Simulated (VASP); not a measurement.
# Zr2HS4 in VASP: a series of runs

Zr2HS4 is run at these levels: PBE+D3(BJ); tasks: single point.

All numbers are computed with VASP 6.6.1; they aren't measurements. Logs are shortened: lines on timing, memory, paths and dates and some standing lists are left out, and cuts for length are marked.

## (1) The cell of the first run

The cell holds a slab with vacuum, 14 atoms: a = 7.298 Å, b = 7.298 Å, c = 20.917 Å, α = 90.00°, β = 90.00°, γ = 120.00°.

## (2) Single point, PBE+D3(BJ)

INCAR reads:

```
SYSTEM = Zr2HS4
ALGO = Normal ; DIPOL = 0.5 0.5 0.276
EDIFF = 1E-6 ; ENCUT = 400
GGA = PE ; GGA_COMPAT = .False.
IDIPOL = 3 ; ISIF = 2
ISMEAR = 0 ; IVDW = 12
LASPH = .True. ; LCHARG = .True.
LDIPOL = .True. ; LELF = .True.
LREAL = .False. ; LVACPOTAV = .True.
LVHAR = .True. ; LWAVE = .False.
NBANDS = 62 ; NELM = 120
NELMDL = -8 ; PREC = Accurate
SIGMA = 0.05
```

KPOINTS reads:

```
k-points
0
Gamma
  6 6 1
  0 0 0
```

POSCAR reads:

```
Zr2HS4
1.0
    7.2976778227      0.0000000000      0.0000000000
   -3.6488389114      6.3199743831      0.0000000000
    0.0000000000      0.0000000000     20.9171506047
S Zr H
8 4 2
Direct
    0.3333333333      0.1666666667      0.1912306354
    0.3333333333      0.6666666667      0.1912306354
    0.8333333333      0.1666666667      0.1912306354
    0.8333333333      0.6666666667      0.1912306354
    0.1666666667      0.3333333333      0.3306927762
    0.1666666667      0.8333333333      0.3306927762
    0.6666666667      0.3333333333      0.3306927762
    0.6666666667      0.8333333333      0.3306927762
    0.0000000000      0.0000000000      0.2609617058
    0.0000000000      0.5000000000      0.2609617058
    0.5000000000      0.0000000000      0.2609617058
    0.5000000000      0.5000000000      0.2609617058
    0.3076212038      0.6923787962      0.3675046736
    0.3590454629      0.6409545371      0.3675046736
```

Potentials or basis: VASP PAW PBE potentials, release 64 (S, Zr_sv, H).

Started as:

```console
$ cat potpaw_PBE.64/S/POTCAR potpaw_PBE.64/Zr_sv/POTCAR potpaw_PBE.64/H/POTCAR > POTCAR
$ mpirun -np 1 vasp_std > vasp.out
```

OUTCAR:

```text
SYSTEM = Zr2HS4
   EDIFF = 1E-6
   ENCUT = 400
   GGA = PE
   ISIF = 2
   ISMEAR = 0
   IVDW = 12
   LASPH = .True.
   LREAL = .False.
   NELM = 120
   NELMDL = -8
   PREC = Accurate
 IVDW          = 12

 ion  position               nearest neighbor table
   1  0.333  0.167  0.191-   9 2.56  12 2.56  11 2.56
   2  0.333  0.667  0.191-  10 2.56  11 2.56  12 2.56
   3  0.833  0.167  0.191-  11 2.56  10 2.56   9 2.56
   4  0.833  0.667  0.191-  12 2.56   9 2.56  10 2.56
   5  0.167  0.333  0.331-  12 2.56   9 2.56  10 2.56
   6  0.167  0.833  0.331-  11 2.56  10 2.56   9 2.56
   7  0.667  0.333  0.331-  10 2.56  11 2.56  12 2.56
   8  0.667  0.833  0.331-   9 2.56  12 2.56  11 2.56
   9  0.000  0.000  0.261-   1 2.56   8 2.56   5 2.56   4 2.56   6 2.56   3 2.56  12 3.65  12 3.65
                            11 3.65  11 3.65  10 3.65  10 3.65
  10  0.000  0.500  0.261-   2 2.56   7 2.56   6 2.56   3 2.56   4 2.56   5 2.56  11 3.65  11 3.65
                            12 3.65  12 3.65   9 3.65   9 3.65
  11  0.500  0.000  0.261-   3 2.56   6 2.56   2 2.56   7 2.56   1 2.56   8 2.56  10 3.65  10 3.65
                             9 3.65   9 3.65  12 3.65  12 3.65
  12  0.500  0.500  0.261-   4 2.56   5 2.56   1 2.56   8 2.56   7 2.56   2 2.56   9 3.65   9 3.65
                            10 3.65  10 3.65  11 3.65  11 3.65
  13  0.308  0.692  0.368-  14 0.65
  14  0.359  0.641  0.368-  13 0.65

  LATTYP: Found a hexagonal cell.
 ALAT       =     7.2976778227
 C/A-ratio  =     2.8662748771

  Lattice vectors:

 A1 = (   7.2976778227,   0.0000000000,   0.0000000000)
 A2 = (  -3.6488389114,   6.3199743831,   0.0000000000)
 A3 = (   0.0000000000,   0.0000000000,  20.9171506047)

Analysis of symmetry for initial positions (statically):
=====================================================================
 Subroutine PRICEL returns:
 Original cell was already a primitive cell.

 Routine SETGRP: Setting up the symmetry group for a
 hexagonal supercell.

 Subroutine GETGRP returns: Found  2 space group operations
 (whereof  2 operations were pure point group operations)
 out of a pool of 24 trial point group operations.

The static configuration has the point symmetry C_1h.

Analysis of symmetry for dynamics (positions and initial velocities):
=====================================================================
 Subroutine PRICEL returns:
 Original cell was already a primitive cell.

 Routine SETGRP: Setting up the symmetry group for a
 hexagonal supercell.

 Subroutine GETGRP returns: Found  2 space group operations
 (whereof  2 operations were pure point group operations)
[... 137 lines left out ...]
  Thomas-Fermi vector in A             =   1.863639
   LORBIT       =      0    0 simple, 1 ext, 2 COOP (PROOUT), +10 PAW based schemes
   GGA     = PE    functional components
   LHFCALC =     F    Hartree Fock is set to
   AEXX    =    0.0000 exact exchange contribution
   IVDW    =    12    specifies the selected vdW correction
   LEPSILON=     F    determine dielectric tensor
   LRPA    =     F    only Hartree local field effects (RPA)
 non-spin polarized calculation
 Gauss-broadening in eV      SIGMA  =   0.05
  energy-cutoff  :      400.00
  volume of cell :      964.72
 maximum number of plane-waves:     17598
   NGX = 23   NGY = 23   NGZ = 69

 dipolmoment           0.000000      0.000000      0.003413 electrons x Angstroem

 number of electron      98.0000015 magnetization

 dipolmoment           0.000000      0.000000     -0.027422 electrons x Angstroem

 Free energy of the ion-electron system (eV)
  ---------------------------------------------------
  ext. energy  EPLUGINS =         0.00000000
  ---------------------------------------------------
  free energy    TOTEN  =       -90.68696360 eV

  energy without entropy =      -90.68696360  energy(sigma->0) =      -90.68696360

 E-fermi :  -2.9388     XC(G=0):  -3.1980

 val. band max:       -3.2962048883   @ k =   0.0000   0.0000   0.0000
 cond. band min:      -2.1666724128   @ k =   0.0000   0.0000   0.0000
 fundamental gap:      1.1295324755
 Fermi energy:        -2.9387918286

 k-point     1 :       0.0000    0.0000    0.0000
  band No.  band energies     occupation
      1     -52.0650      2.00000
      2     -52.0491      2.00000
      3     -52.0463      2.00000
      4     -52.0124      2.00000
      5     -30.2578      2.00000
      6     -30.2421      2.00000
[... 821 lines left out ...]
     60       0.3225      0.00000
     61       0.3353      0.00000
 [bands above 61 left out]

------------------------ aborting loop because EDIFF is reached ----------------------------------------

 Edisp (eV)   -3.11808

 E8    (eV) :    -1.3908

  FORCE on cell =-STRESS in cart. coord.  units (eV):
  Direction    XX          YY          ZZ          XY          YZ          ZX
  --------------------------------------------------------------------------------------
  -------------------------------------------------------------------------------------
  Total       5.38064     3.94327     3.01516    -1.24480    -0.00885     0.01533
  in kB       8.93598     6.54884     5.00747    -2.06732    -0.01470     0.02547
  external pressure =        6.83 kB  Pullay stress =        0.00 kB

 VOLUME and BASIS-vectors are now :
 -----------------------------------------------------------------------------
  energy-cutoff  :      400.00
  volume of cell :      964.72
      direct lattice vectors                 reciprocal lattice vectors
     7.297677823  0.000000000  0.000000000     0.137029891  0.079114245  0.000000000
    -3.648838911  6.319974383  0.000000000     0.000000000  0.158228489  0.000000000
     0.000000000  0.000000000 20.917150605     0.000000000  0.000000000  0.047807659

 POSITION                                       TOTAL-FORCE (eV/Angst)
 -----------------------------------------------------------------------------------
      1.82442      1.05333      4.00000        -0.000389     -0.001463      0.013094
     -0.00000      4.21332      4.00000        -0.004537      0.002619      0.027053
      5.47326      1.05333      4.00000         0.011236     -0.006487      0.017685
      3.64884      4.21332      4.00000         0.001073      0.001068      0.013094
      0.00000      2.10666      6.91715        -0.047648     -0.730393     -0.428558
     -1.82442      5.26665      6.91715        -0.662312      0.382386     -0.414101
      3.64884      2.10666      6.91715        -0.001232      0.000712      0.045990
      1.82442      5.26665      6.91715         0.608715      0.406461     -0.428558
      0.00000      0.00000      5.45858        -0.050354      0.029072     -0.209599
     -1.82442      3.15999      5.45858        -0.193022     -0.172269     -0.328066
      3.64884      0.00000      5.45858         0.052679      0.253296     -0.328066
      1.82442      3.15999      5.45858         0.207014     -0.119519     -0.331725
     -0.28146      4.37582      7.68715        -3.926742      2.267105      1.181785
      0.28146      4.05082      7.68715         4.005519     -2.312587      1.169972
 -----------------------------------------------------------------------------------
    total drift:                               -0.000005      0.000003      0.000685

  FREE ENERGIE OF THE ION-ELECTRON SYSTEM (eV)
  ---------------------------------------------------
  free  energy   TOTEN  =       -93.8050472197 eV

  energy  without entropy=      -93.8050472197  energy(sigma->0) =      -93.80504722

 vacuum level on the upper side and lower side of the slab         3.054         3.162
```

stdout:

```text
POSCAR found type information on POSCAR S ZrH
 POSCAR found :  3 types and      14 ions
 scaLAPACK will be used
 LDA part: xc-table for (Slater+PW92), standard interpolation
 POSCAR, INCAR and KPOINTS ok, starting setup
 FFT: planning ... GRIDC
 FFT: planning ... GRID_SOFT
 FFT: planning ... GRID
 WAVECAR not read
 entering main loop
 -----------------------------------------------------------------------------
|                                                                             |
|           W    W    AA    RRRRR   N    N  II  N    N   GGGG   !!!           |
|           W    W   A  A   R    R  NN   N  II  NN   N  G    G  !!!           |
|           W    W  A    A  R    R  N N  N  II  N N  N  G       !!!           |
|           W WW W  AAAAAA  RRRRR   N  N N  II  N  N N  G  GGG   !            |
|           WW  WW  A    A  R   R   N   NN  II  N   NN  G    G                |
|           W    W  A    A  R    R  N    N  II  N    N   GGGG   !!!           |
|                                                                             |
|     Did not find any points to average over, which means that no vacuum     |
|     field-free region was found. Please increase the size of  your cell     |
|     in the dimension of the dipole correction to obtain accurate            |
|     workfunction values.                                                    |
|                                                                             |
 -----------------------------------------------------------------------------
```

It took 32 min on 1 thread of Intel Xeon 8259CL, shared host; peak memory 0.9 GiB.

Results:

| Item | Value |
| --- | --- |
| Free energy | -93.8050 eV |
| Largest force | 4.771 eV/Å |
| Band gap on the k mesh | 1.13 eV |
| Dispersion energy per atom | -0.223 eV |

Forces in eV/Å, atoms in the order of the input:
```
S    0.000 -0.001  0.013
S   -0.005  0.003  0.027
S    0.011 -0.006  0.018
S    0.001  0.001  0.013
S   -0.048 -0.730 -0.429
S   -0.662  0.382 -0.414
S   -0.001  0.001  0.046
S    0.609  0.406 -0.429
Zr  -0.050  0.029 -0.210
Zr  -0.193 -0.172 -0.328
Zr   0.053  0.253 -0.328
Zr   0.207 -0.120 -0.332
H   -3.927  2.267  1.182
H    4.006 -2.313  1.170
```

## (3) Single point, PBE+D3(BJ)

INCAR reads:

```
SYSTEM = Zr2HS4
  PREC = Accurate
  ENCUT = 400
  EDIFF = 1E-6
  ISMEAR = 0
  SIGMA = 0.05
  LREAL = .FALSE.
  LASPH = .TRUE.
  NELM = 120
  ALGO = Normal
  ISIF = 2
  LWAVE = .FALSE.
  LCHARG = .TRUE.
  LDIPOL = .TRUE.
  IDIPOL = 3
  DIPOL = 0.5 0.5 0.291
  GGA = PE
  IVDW = 12
  LELF = .TRUE.
  LVHAR = .TRUE.
  LVACPOTAV = .TRUE.
  NBANDS = 62
  GGA_COMPAT = .FALSE.
  NELMDL = -8
```

KPOINTS reads:

```
Automatic mesh
0
G
  6 6 1
  0 0 0
```

POSCAR: that of step 2 with these lines changed.

```diff
@@ -20,3 +20,3 @@
     0.5000000000      0.5000000000      0.2609617058
-    0.3076212038      0.6923787962      0.3675046736
-    0.3590454629      0.6409545371      0.3675046736
+    0.2969803379      0.7030196621      0.4741157528
+    0.3696863288      0.6303136712      0.4741157528
```

Potentials or basis: VASP PAW PBE potentials, release 64 (S, Zr_sv, H).

Started as:

```console
$ cat potpaw_PBE.64/S/POTCAR potpaw_PBE.64/Zr_sv/POTCAR potpaw_PBE.64/H/POTCAR > POTCAR
$ mpirun -np 1 vasp_std > vasp.out
```

It took 31 min on 1 thread of Intel Xeon 8259CL, shared host; peak memory 0.92 GiB.

Results (log left out):

```yaml
Free_energy: -95.1612 eV
Largest_force: 3.376 eV/Å
Band_gap_on_the_k_mesh: 1.10 eV
Dispersion_energy_per_atom: -0.217 eV
```

Forces in eV/Å, atoms in the order of the input:
```
S    0.003 -0.001 -0.012
S   -0.002  0.001 -0.006
S   -0.002  0.001 -0.010
S    0.002 -0.002 -0.012
S    0.000  0.000  0.010
S    0.001  0.000  0.020
S    0.000  0.000  0.018
S    0.000  0.000  0.010
Zr  -0.006  0.003  0.003
Zr   0.009 -0.002  0.006
Zr   0.006 -0.007  0.006
Zr  -0.008  0.004  0.008
H    2.921 -1.686 -0.023
H   -2.924  1.688 -0.021
```

Levels at points of the mesh, in eV from the valence-band top:
| k point | band 47 | band 48 | band 49 | band 50 | band 51 | band 52 |
| --- | --- | --- | --- | --- | --- | --- |
| (0.00, 0.00, 0.00) | -0.86 | 0.00 | 0.00 | 1.10 | 1.10 | 1.10 |
| (0.50, 0.00, 0.00) | -0.85 | -0.50 | -0.49 | 1.48 | 1.48 | 2.27 |
| (0.50, 0.50, 0.00) | -0.85 | -0.50 | -0.49 | 1.48 | 1.49 | 2.27 |

## (4) Single point, PBE+D3(BJ)

INCAR: that of step 3 with these lines changed.

```diff
@@ -15,3 +15,3 @@
   IDIPOL = 3
-  DIPOL = 0.5 0.5 0.291
+  DIPOL = 0.5 0.5 0.289
   GGA = PE
```

KPOINTS is that of step 3.

POSCAR: that of step 3 with these lines changed.

```diff
@@ -20,3 +20,3 @@
     0.5000000000      0.5000000000      0.2609617058
-    0.2969803379      0.7030196621      0.4741157528
-    0.3696863288      0.6303136712      0.4741157528
+    0.2969803379      0.7030196621      0.4549926892
+    0.3696863288      0.6303136712      0.4549926892
```

Started as:

```console
$ cat potpaw_PBE.64/S/POTCAR potpaw_PBE.64/Zr_sv/POTCAR potpaw_PBE.64/H/POTCAR > POTCAR
$ mpirun -np 1 vasp_std > vasp.out
```

Wall time 45 min (1 thread of Intel Xeon 8259CL, shared host); peak memory 0.92 GiB.

It converged, with:

```
Free energy                : -95.1723 eV
Largest force              : 3.335 eV/Å
Band gap on the k mesh     : 1.10 eV
Dispersion energy per atom : -0.218 eV
```

Forces on the atoms (eV/Å):
```
S    0.004 -0.001 -0.015
S   -0.003  0.002 -0.002
S   -0.003  0.002 -0.012
S    0.003 -0.003 -0.015
S   -0.001 -0.010 -0.007
S   -0.007  0.004  0.011
S    0.000  0.000  0.022
S    0.009  0.006 -0.007
Zr  -0.011  0.006  0.002
Zr   0.016 -0.003  0.009
Zr   0.011 -0.012  0.009
Zr  -0.012  0.007  0.009
H    2.882 -1.664 -0.004
H   -2.888  1.668  0.001
```

Levels at points of the mesh, in eV from the valence-band top:
```tsv
k point	band 47	band 48	band 49	band 50	band 51	band 52
(0.00, 0.00, 0.00)	-0.83	0.00	0.00	1.10	1.10	1.11
(0.50, 0.00, 0.00)	-0.85	-0.50	-0.48	1.48	1.49	2.27
(0.50, 0.50, 0.00)	-0.85	-0.50	-0.48	1.48	1.49	2.27
```

## (5) Single point, PBE+D3(BJ)

INCAR reads:

```
SYSTEM = Zr2HS4
ALGO = Normal
DIPOL = 0.5 0.5 0.278
EDIFF = 1E-6
ENCUT = 400
GGA = PE
GGA_COMPAT = .False.
IDIPOL = 3
ISIF = 2
ISMEAR = 0
IVDW = 12
LASPH = .True.
LCHARG = .False.
LDIPOL = .True.
LREAL = .False.
LWAVE = .False.
NBANDS = 62
NELM = 120
NELMDL = -8
PREC = Accurate
SIGMA = 0.05
```

KPOINTS reads:

```
k-points
0
Gamma
  6 6 1
  0 0 0
```

POSCAR: that of step 4 with these lines changed.

```diff
@@ -20,3 +20,3 @@
     0.5000000000      0.5000000000      0.2609617058
-    0.2969803379      0.7030196621      0.4549926892
-    0.3696863288      0.6303136712      0.4549926892
+    0.3076212038      0.6923787962      0.3828031244
+    0.3590454629      0.6409545371      0.3828031244
```

Started as:

```console
$ cat potpaw_PBE.64/S/POTCAR potpaw_PBE.64/Zr_sv/POTCAR potpaw_PBE.64/H/POTCAR > POTCAR
$ mpirun -np 1 vasp_std > vasp.out
```

It took 10 min on 1 thread of AMD EPYC 9R45 (Zen 5), shared host; peak memory 0.86 GiB.

It converged, with:

```
Free energy                : -94.4436 eV
Largest force              : 4.823 eV/Å
Band gap on the k mesh     : 1.12 eV
Dispersion energy per atom : -0.222 eV
```

Forces on the atoms (eV/Å):
```
S    0.001 -0.002 -0.011
S   -0.004  0.002  0.019
S    0.007 -0.004 -0.008
S    0.002  0.000 -0.011
S   -0.026 -0.431 -0.341
S   -0.380  0.219 -0.324
S   -0.001  0.000  0.046
S    0.360  0.238 -0.341
Zr  -0.037  0.021 -0.128
Zr  -0.055 -0.076 -0.172
Zr   0.039  0.086 -0.172
Zr   0.072 -0.042 -0.181
H   -4.097  2.365  0.814
H    4.118 -2.377  0.812
```

Levels at points of the mesh, in eV from the valence-band top:
```
           k point  band 47  band 48  band 49  band 50  band 51  band 52
(0.00, 0.00, 0.00)    -0.34     0.00     0.00     1.12     1.13     1.15
(0.50, 0.00, 0.00)    -0.82    -0.48    -0.42     1.51     1.52     2.30
(0.50, 0.50, 0.00)    -0.83    -0.49    -0.44     1.51     1.52     2.31
```

## (6) Single point, PBE+D3(BJ)

INCAR reads:

```
  ALGO = Normal
  DIPOL = 0.5 0.5 0.281
  EDIFF = 1E-6
  ENCUT = 400
  GGA = PE
  GGA_COMPAT = False
  IDIPOL = 3
  ISIF = 2
  ISMEAR = 0
  IVDW = 12
  LASPH = True
  LCHARG = False
  LDIPOL = True
  LREAL = False
  LWAVE = False
  NBANDS = 62
  NELM = 120
  NELMDL = -8
  PREC = Accurate
  SIGMA = 0.05
```

KPOINTS reads:

```
k-points
0
Gamma
  6 6 1
```

POSCAR: that of step 5 with these lines changed.

```diff
@@ -20,3 +20,3 @@
     0.5000000000      0.5000000000      0.2609617058
-    0.3076212038      0.6923787962      0.3828031244
-    0.3590454629      0.6409545371      0.3828031244
+    0.3076212038      0.6923787962      0.3981015752
+    0.3590454629      0.6409545371      0.3981015752
```

Potentials or basis: VASP PAW PBE potentials, release 64 (S, Zr_sv, H).

Started as:

```console
$ cat potpaw_PBE.64/S/POTCAR potpaw_PBE.64/Zr_sv/POTCAR potpaw_PBE.64/H/POTCAR > POTCAR
$ mpirun -np 1 vasp_std > vasp.out
```

Run time: 24 min. Hardware: 1 thread of Intel Xeon Platinum 8488C (Sapphire Rapids), shared host; peak memory 0.88 GiB.

The run converged. Its results:

```yaml
Free_energy: -94.8548 eV
Largest_force: 4.831 eV/Å
Band_gap_on_the_k_mesh: 1.11 eV
Dispersion_energy_per_atom: -0.220 eV
```

Forces in eV/Å, atoms in the order of the input:
```
S    0.005 -0.001 -0.021
S   -0.004  0.002  0.016
S    0.000  0.000 -0.018
S    0.003 -0.004 -0.021
S   -0.013 -0.249 -0.237
S   -0.215  0.124 -0.216
S    0.000  0.000  0.039
S    0.209  0.135 -0.237
Zr  -0.026  0.015 -0.064
Zr   0.005 -0.029 -0.070
Zr   0.028  0.010 -0.070
Zr   0.009 -0.005 -0.077
H   -4.163  2.403  0.484
H    4.161 -2.402  0.489
```

Levels at points of the mesh, in eV from the valence-band top:
| k point | band 47 | band 48 | band 49 | band 50 | band 51 | band 52 |
| --- | --- | --- | --- | --- | --- | --- |
| (0.00, 0.00, 0.00) | -0.56 | 0.00 | 0.00 | 1.11 | 1.11 | 1.15 |
| (0.50, 0.00, 0.00) | -0.84 | -0.49 | -0.44 | 1.50 | 1.50 | 2.29 |
| (0.50, 0.50, 0.00) | -0.84 | -0.50 | -0.45 | 1.50 | 1.51 | 2.29 |

## (7) Overview

| cell | gap on the mesh (eV) | largest force (eV/Å) |
| --- | --- | --- |
| as given, atomic positions A | 1.13 | 4.77 |
| as given, atomic positions B | 1.10 | 3.38 |
| as given, atomic positions C | 1.10 | 3.34 |
| as given, atomic positions D | 1.12 | 4.82 |
| as given, atomic positions E | 1.11 | 4.83 |

Alike in all rows: task single point; level PBE+D3(BJ); potentials or basis VASP PAW PBE potentials, release 64 (S, Zr_sv, H); no spin polarisation; k mesh 6 × 6 × 1; cutoff (eV) 400; smearing gaussian 0.05 eV.

Total energies depend on the potentials used, so only differences within one code and one set of settings carry meaning.
